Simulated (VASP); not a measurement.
Wanted: the native input for a VASP 6.6.1 run.

- Task: single point
- Functional: PBEsol
- Potentials or basis: VASP PAW PBE potentials, release 64 (Pb_d, Cs_sv, Br)
- Cutoff: 520 eV
- k mesh: 5 × 5 × 5
- Occupations: fermi-dirac, width 0.05 eV
- Spin: no spin polarisation
- Dipole correction: no
- Further INCAR settings: ALGO = Normal; EDIFF = 1e-06; NBANDS = 30

The structure of CsPbBr3 lies in POSCAR:

```
CsPbBr3
1.0
    5.8700000000      0.0000000000      0.0000000000
    0.0000000000      5.8700000000      0.0000000000
    0.0000000000      0.0000000000      5.8700000000
Pb Cs Br
1 1 3
Direct
    0.4964290000      0.4935000000      0.4996500000
   -0.0033500000     -0.0009740000     -0.0056180000
    0.5064900000      0.5088990000     -0.0114280000
    0.5040610000      0.0031090000      0.5040140000
    0.0061890000      0.4912990000      0.4941130000
```

This cell differs from its parent crystal: atoms moved at random.

These files were run (other wordings do the same):

INCAR

```
PREC = Accurate
ENCUT = 520
EDIFF = 1E-6
ISMEAR = -1
SIGMA = 0.05
LREAL = F
LASPH = T
NELM = 80
ALGO = Normal
ISIF = 2
LWAVE = F
LCHARG = F
GGA = PS
NBANDS = 30
```

KPOINTS

```
Automatic mesh
0
Gamma
  5 5 5
```

Potentials or basis: VASP PAW PBE potentials, release 64 (Pb_d, Cs_sv, Br).

The run is started by

```sh
$ cat potpaw_PBE.64/Pb_d/POTCAR potpaw_PBE.64/Cs_sv/POTCAR potpaw_PBE.64/Br/POTCAR > POTCAR
$ mpirun -np 1 vasp_std > vasp.out
```

Results of the run:

* Pressure: 0.0 GPa
* Largest force: 0.217 eV/Å
* Band gap on the k mesh: 2.51 eV

Caveat: the cell differs from its parent crystal (atoms moved at random); the PAW data sets were made with another functional, which shifts forces and pressure a little; spin-orbit coupling is left out, which moves the levels of the heavy elements.

Wall time 6 min on 1 thread of Intel(R) Xeon(R) Platinum 8488C (Sapphire Rapids) (shared host), peak memory 0.56 GiB.
